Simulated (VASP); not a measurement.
Runs of VASP 6.6.1 on Li2SiS3. The structure is that of space group P6/mmm (No. 191), or close to it. The cells are those of the table. 

| task | cell | k mesh | cutoff (eV) | gap on the mesh (eV) | pressure (GPa) | relaxed volume (Å³/atom) |
| --- | --- | --- | --- | --- | --- | --- |
| single point | a = 5.596, b = 5.596, c = 3.843 Å, angles 90.0, 90.0, 120.0°, 6 atoms | 6 × 6 × 4 | 520 | none | - | - |
| relaxation of cell and atoms | relaxed from a = 5.596, b = 5.596, c = 3.843 Å, angles 90.0, 90.0, 120.0°, 6 atoms | 12 × 12 × 10 | 600 | none | -0.1 | 17.38 |
| single point | a = 5.607, b = 5.607, c = 3.833 Å, angles 90.0, 90.0, 120.0°, 6 atoms | 12 × 12 × 10 | 520 | none | - | - |
| relaxation of cell and atoms | relaxed from a = 4.607, b = 4.607, c = 7.136 Å, angles 90.0, 90.0, 120.0°, 6 atoms | 6 × 6 × 4 | 600 | none | 0.0 | (a) |
| single point | a = 4.607, b = 4.607, c = 7.136 Å, angles 90.0, 90.0, 120.0°, 6 atoms | 6 × 6 × 4 | 520 | none | - | - |

Alike in all rows: level PBE; potentials or basis VASP PAW PBE potentials, release 64 (Li_sv, Si, S); no spin polarisation; smearing gaussian 0.1 eV.

Estimate the missing entries.

(a) 17.36.

Caveats: some runs use coarse meshes; the cutoff is under 1.25 times the usual one of these potentials, so pressure, stress and relaxed cells hold a basis-set (Pulay) error; the volume moved by over 15 % at a fixed basis, so the end points are rough (some runs).

A gap of «none» marks levels without a gap at the run's occupations.
